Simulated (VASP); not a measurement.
# H4C in VASP: further runs, part 2 of 2

VASP 6.6.1. Earlier steps stand in the parts before.

## (3) Single point, LDA

Input file INCAR:

```
  PREC = Accurate
  ENCUT = 520
  EDIFF = 1E-6
  ISMEAR = -1
  SIGMA = 0.05
  LREAL = Auto
  LASPH = T
  NELM = 80
  ALGO = Normal
  ISIF = 2
  LWAVE = F
  LCHARG = F
  GGA = CA
  NBANDS = 58
```

Input file KPOINTS:

```
Automatic mesh
0
Gamma
  1 1 1
```

Input file POSCAR:

```
H4C
1.0
    8.2150030000      0.0000000000      0.0000000000
    0.0000000000      8.2150030000      0.0000000000
    0.0000000000      0.0000000000      8.2150030000
C H
8 32
Direct
    0.4831525929      0.2167254230      0.0405234179
    0.8947166544      0.1794034646      0.8578207458
    0.1037126828      0.9314056246      0.1929275011
    0.5276808785      0.5591842145      0.7504318623
    0.4222883424      0.5055749827      0.2735604601
   -0.0375045511      0.3052342160      0.3556785068
    0.6552645203      0.9695675096      0.3862323605
    0.3164819295      0.2006329152      0.5992085456
    0.5413266435      0.0972245537      0.0074254386
    0.3535969494      0.1778209941      0.0560681475
    0.4938403553      0.3047107834     -0.0666706999
    0.5009127812      0.2812050099      0.1527205772
    1.0176989588      0.1667558734      0.9156539565
    0.8438341410      0.0655994891      0.8884963280
    0.8827872613      0.1744369418      0.7223125786
    0.8029090190      0.2605111648      0.9145949186
    0.2274740496      0.8826168414      0.2205355251
    0.0087766249      0.9010830550      0.2802311819
    0.0760681402      0.8960800136      0.0677175650
    0.1099330092      1.0709064866      0.1819962817
    0.5761775133      0.5752402038      0.6171391538
    0.5152158800      0.4237490844      0.7259157422
    0.3890321160      0.5947167640      0.7681677049
    0.6203162677      0.5949967395      0.8580276842
    0.5374800228      0.4918805264      0.3313693251
    0.3577235456      0.3803041825      0.2630796361
    0.4783443171      0.5476930441      0.1561046295
    0.3342542906      0.5662079490      0.3507119839
   -0.1673036516      0.2993912479      0.3124283704
   -0.0380036380      0.4241264428      0.4224465895
    0.0479853751      0.2812537013      0.2588678300
   -0.0126841098      0.2128422838      0.4402311235
    0.5244550732      0.9463904030      0.3544003575
    0.7420812871      0.9333654534      0.2856724459
    0.6709066327      0.8669990747      0.4769566122
    0.6995858675      1.0891535889      0.4316736099
    0.2210954762      0.2707850502      0.5427143484
    0.2495312540      0.0993304567      0.6373947764
    0.3528909241      0.2879487689      0.7004988312
    0.4239681958      0.1653925142      0.5190746735
```

Potentials or basis: VASP PAW LDA potentials, release 64 (C, H).

On the command line:

```bash
cat potpaw_LDA.64/C/POTCAR potpaw_LDA.64/H/POTCAR > POTCAR
mpirun -np 1 vasp_gam > vasp.out
```

It took 38 s on 1 thread of AMD EPYC 7R13 (Zen 3), shared host; peak memory 0.37 GiB.

The run converged. Its results:

```
Free energy            : -196.4486 eV
Pressure               : -1.4 GPa
Largest force          : 2.784 eV/Å
Band gap on the k mesh : 5.99 eV
```

Forces on the atoms (eV/Å):
```
C   -1.135 -0.786 -1.987
C   -0.078 -0.032 -0.241
C    0.976  1.741 -0.705
C   -0.208 -0.764 -0.717
C   -0.603 -1.956 -0.923
C   -1.910  1.606 -0.131
C    0.597 -1.855  0.014
C    1.676  1.887 -0.058
H    0.357  0.919  0.660
H    0.074  0.328 -0.433
H   -0.185 -0.783  0.961
H    1.202 -0.234  0.536
H   -0.469  0.853 -0.636
H   -0.798 -1.819  0.492
H    0.607  0.596  0.533
H    0.731  0.388 -0.175
H   -0.576  0.182  0.206
H   -0.097 -0.282  0.140
H   -0.359 -0.435 -0.095
H    0.116 -1.289  0.391
H   -0.562  1.049  1.780
H    0.378  0.516  1.191
H    2.309  0.060 -0.260
H   -1.747 -0.675 -2.059
H    0.843 -0.556  1.510
H    1.049  1.384 -0.141
H   -1.637  0.325  0.176
H    0.029  1.296 -0.186
H    0.724 -0.432 -0.042
H    0.758 -0.377 -0.579
H    0.374  0.712 -0.631
H   -0.020 -1.393  1.407
H    0.643  0.976 -0.247
H   -0.837  0.305  0.281
H    0.296  0.924 -0.063
H   -0.724 -0.368  0.024
H   -0.190  0.576 -1.174
H   -0.495 -1.792  1.102
H   -0.062 -1.253 -0.477
H   -1.050  0.457  0.558
```

Stress tensor (GPa, compression positive):
```
-2.59 -0.08  0.65
-0.08 -0.47 -1.15
 0.65 -1.15 -1.08
```

Levels at points of the mesh, in eV from the valence-band top:
```csv
k point,band 29,band 30,band 31,band 32,band 33,band 34,band 35,band 36
"(0.00, 0.00, 0.00)",-0.60,-0.50,-0.28,0.00,5.99,7.80,7.96,8.00
```

Caveat: the k points lie up to 0.76 Å⁻¹ apart.

## (4) Single point, LDA

Input file INCAR:

```
SYSTEM = H4C
PREC     = Accurate       ! precision mode
ENCUT    = 520            ! plane-wave cutoff, eV
EDIFF    = 1E-6           ! SCF threshold, eV
ISMEAR   = -1             ! smearing method
SIGMA    = 0.05           ! smearing width, eV
LREAL    = Auto         
LASPH    = .TRUE.         ! aspherical terms in the spheres
NELM     = 100            ! most SCF steps
ALGO     = Normal         ! electronic algorithm
ISIF     = 2              ! what is computed and relaxed
LWAVE    = .FALSE.        ! write WAVECAR
LCHARG   = .FALSE.        ! write CHGCAR
GGA      = CA             ! functional
NBANDS   = 58             ! bands
```

Input file KPOINTS:

```
Automatic mesh
0
G
  1 1 1
  0 0 0
```

Input file POSCAR:

```
H4C
1.0
    8.2150030000      0.0000000000      0.0000000000
    0.0000000000      8.2150030000      0.0000000000
    0.0000000000      0.0000000000      8.2150030000
C H
8 32
Direct
    0.4745707336      0.2342543271     -0.0011320751
    0.8354592202      0.2112963318      0.8362382826
    0.1233840085      0.8922577387      0.1704320741
    0.5227021828      0.5595737457      0.7269626073
    0.3803163553      0.5344976746      0.2893729923
   -0.0741570027      0.2667801826      0.3551794199
    0.6739620180      0.9987701770      0.3634204394
    0.3290443108      0.1810102808      0.5367618247
    0.5566522617      0.1612780908      0.0610833617
    0.3451368186      0.2034448435      0.0284601235
    0.4819718264      0.2115276160     -0.1345952034
    0.4795007379      0.3644551317      0.0359099078
    0.9282893749      0.2906267959      0.8984050280
    0.8267434595      0.1029823118      0.8988310777
    0.8522577533      0.1952038240      0.7030307840
    0.7113083221      0.2609250417      0.8273155835
    0.2532439733      0.8525133831      0.2071088714
    0.0439561617      0.8846131888      0.2799755520
    0.1133414072      0.8061348243      0.0749117194
    0.1395373806      1.0121237935      0.1130005674
    0.6091659370      0.5513570719      0.6283746944
    0.4102615666      0.5129030385      0.6751671302
    0.5229943312      0.6661592211      0.7833472489
    0.5715396574      0.4917101065      0.8234202714
    0.4838220996      0.4961410239      0.3635786865
    0.2664271699      0.4969322592      0.3449785715
    0.4086547503      0.5084477754      0.1680948869
    0.3824709498      0.6626534403      0.3137430382
   -0.1621910546      0.2254046651      0.2607546218
   -0.1477053630      0.3463784493      0.4324891908
    0.0326232382      0.3229578857      0.2928179089
   -0.0381618850      0.1563967779      0.4283017304
    0.5882773263      1.0973946084      0.3591112505
    0.7968956311      0.9991353625      0.3081191815
    0.6172487095      0.8880215868      0.3427144214
    0.7053071070      1.0152400431      0.4897381048
    0.2457454976      0.2574679522      0.4458793259
    0.3721240272      0.0583444705      0.4946802819
    0.2685574187      0.1561411481      0.6519656779
    0.4500546135      0.2460376460      0.5458549437
```

On the command line:

```bash
cat potpaw_LDA.64/C/POTCAR potpaw_LDA.64/H/POTCAR > POTCAR
mpirun -np 1 vasp_gam > vasp.out
```

It took 39 s on 1 thread of AMD EPYC 7R13 (Zen 3), shared host; peak memory 0.37 GiB.

The run converged. Its results:

- Free energy: -196.8199 eV
- Pressure: 1.2 GPa
- Largest force: 4.906 eV/Å
- Band gap on the k mesh: 6.35 eV

Forces in eV/Å, atoms in the order of the input:
```
C   -2.846  1.285 -1.310
C   -0.017  2.410 -1.694
C    2.583  0.164  1.142
C    0.106 -3.101 -2.446
C    0.462  0.620  2.275
C   -0.103 -0.859 -0.468
C    1.674  0.890  0.820
C    0.451  0.618 -1.702
H    1.416 -1.259  1.256
H    0.502 -0.272  0.204
H    0.191  0.454  0.430
H    0.529 -0.502 -0.543
H   -0.726 -0.224 -0.677
H   -0.060 -2.438  1.085
H    0.889 -0.265  0.389
H    0.173  0.512  0.780
H   -1.108  0.749  0.219
H    0.088  0.015 -0.780
H   -1.226 -1.028 -0.916
H   -0.359  0.180  0.340
H    0.652  0.355 -0.453
H   -0.542  0.023  0.437
H   -0.577  4.707  1.255
H    0.391 -1.929  1.100
H    0.084 -0.604  0.249
H   -0.331 -0.675 -0.318
H   -0.244 -0.384 -1.736
H   -0.030  1.259 -0.313
H    0.518  0.124  0.149
H    0.347  0.462  0.221
H   -0.429  0.010  0.526
H    0.000  0.759 -0.478
H   -0.253  0.898 -1.295
H   -0.804  0.438 -0.579
H   -1.147 -2.071 -0.190
H    0.225 -0.635  1.198
H    1.291 -1.633  1.367
H   -0.750  0.499 -0.426
H   -0.086  0.448  0.426
H   -0.935  0.000  0.454
```

Stress tensor (GPa, compression positive):
```
-0.63  0.49 -0.17
 0.49  3.32  0.10
-0.17  0.10  0.99
```

Levels at points of the mesh, in eV from the valence-band top:
```
           k point  band 28  band 29  band 30  band 31  band 32  band 33  band 34  band 35  band 36  band 37
(0.00, 0.00, 0.00)    -0.50    -0.39    -0.28    -0.05     0.00     6.35     8.10     8.23     8.33     8.43
```

Caveat: the k points lie up to 0.76 Å⁻¹ apart.

## (5) Single point, LDA

Input file INCAR:

```
SYSTEM = H4C
PREC = Accurate
ENCUT = 520
EDIFF = 1E-7
ISMEAR = -1
SIGMA = 0.05
LREAL = Auto
LASPH = .True.
NELM = 60
ALGO = Normal
ISIF = 2
LWAVE = .False.
LCHARG = .False.
NBANDS = 58
```

Input file KPOINTS:

```
Automatic mesh
0
Gamma
  1 1 1
  0 0 0
```

Input file POSCAR:

```
H4C
1.0
    8.2150030000      0.0000000000      0.0000000000
    0.0000000000      8.2150030000      0.0000000000
    0.0000000000      0.0000000000      8.2150030000
C H
8 32
Direct
    0.4374313679      0.2606694118     -0.0179671267
    0.7947045181      0.2141082602      0.8145219180
    0.1120876036      0.9167495131      0.1495678090
    0.5202676128      0.5921361197      0.7041993777
    0.3840169018      0.5242968262      0.3118197279
   -0.0409738134      0.3045281907      0.3566888533
    0.6261227172      0.9693118797      0.3309919668
    0.3654046140      0.2018258545      0.5211805766
    0.5792207258      0.2572975323     -0.0340718074
    0.4012171389      0.2031648680      0.0932440317
    0.3757271908      0.2255994307     -0.1278270988
    0.4175409309      0.3861836691      0.0059160051
    0.7125012614      0.3047716477      0.8641871464
    0.7334142179      0.0912720300      0.8467921436
    0.9218864558      0.2274375311      0.8532680998
    0.7821421368      0.2357515877      0.6874860545
    0.1862202607      0.8171634265      0.1046134737
    0.0596713111      0.8760069838      0.2651611935
    0.0209129565      0.9341688615      0.0492391786
    0.1967376031      1.0210830112      0.1510650696
    0.5315518448      0.4870965963      0.6278269162
    0.4282652118      0.6558244714      0.6521117521
    0.6237124929      0.6709918426      0.7442602273
    0.4372000838      0.5507606023      0.8203527132
    0.3462810665      0.4802919731      0.4362140829
    0.2725744592      0.5088373066      0.2329274865
    0.4865731638      0.4507849845      0.2738891270
    0.4135847546      0.6644428493      0.3071331806
   -0.1596469289      0.3581617682      0.3412780251
    0.0063298820      0.3072792548      0.4878513130
    0.0295678529      0.4090808001      0.2873888178
   -0.0372367484      0.1736700522      0.3199390189
    0.6942176406      1.0864755618      0.3503954898
    0.6922943303      0.8831281011      0.2451490279
    0.4781860700      0.9846496709      0.3069627607
    0.6409614214      0.9400361753      0.4616188211
    0.2758733016      0.2894947208      0.5271087546
    0.4004624222      0.1603164357      0.4067679586
    0.3484600066      0.0911259558      0.5934994789
    0.4865609909      0.2426049023      0.5626291311
```

On the command line:

```bash
cat potpaw_LDA.64/C/POTCAR potpaw_LDA.64/H/POTCAR > POTCAR
mpirun -np 1 vasp_gam > vasp.out
```

Run time: 41 s. Hardware: 1 thread of AMD EPYC 7R13 (Zen 3), shared host; peak memory 0.37 GiB.

It converged, with:

* Free energy: -196.3685 eV
* Pressure: -0.5 GPa
* Largest force: 4.473 eV/Å
* Band gap on the k mesh: 6.06 eV

Forces in eV/Å, atoms in the order of the input:
```
C    2.708  0.282  0.003
C   -0.721 -1.487  0.780
C   -0.048 -0.053 -1.230
C   -0.389 -1.244  4.279
C   -1.332  1.897  0.409
C    1.756  1.346  0.500
C   -1.450  0.500  0.264
C    2.590 -1.784  1.843
H   -2.429 -0.479  0.493
H   -0.299 -0.936  0.567
H   -0.347 -0.437 -0.521
H   -0.495  1.435  0.027
H    0.437  0.580  0.333
H    1.066  1.220 -0.357
H   -0.135 -0.139  0.134
H    0.174 -0.113 -1.470
H    0.395 -0.620 -0.089
H   -0.112  0.433  0.109
H    0.160  0.143  0.793
H   -0.381  0.118  0.437
H    0.956 -0.735 -0.309
H   -2.107  2.463 -1.933
H   -0.378 -0.769 -0.433
H    2.024  0.383 -1.586
H    0.370  0.766 -0.757
H    0.853 -0.160  0.215
H    0.331 -0.203 -0.404
H   -0.205 -1.956  0.337
H   -1.102 -0.221  0.529
H   -0.755  0.198 -1.062
H   -0.198 -2.185  0.571
H    0.280  0.829 -0.533
H   -0.589 -0.020 -1.272
H   -0.694  0.744  0.825
H    3.223 -0.289  0.168
H   -0.366 -1.148 -0.120
H   -1.780  1.469  0.140
H   -0.236 -0.395 -2.295
H   -0.603 -0.025  0.220
H   -0.173  0.589  0.394
```

Stress tensor (GPa, compression positive):
```
-1.53 -1.91 -0.30
-1.91 -0.26  0.48
-0.30  0.48  0.41
```

Levels at points of the mesh, in eV from the valence-band top:
```tsv
k point	band 29	band 30	band 31	band 32	band 33	band 34	band 35	band 36
(0.00, 0.00, 0.00)	-0.56	-0.32	-0.25	0.00	6.06	7.81	7.96	8.10
```

Caveat: the k points lie up to 0.76 Å⁻¹ apart.
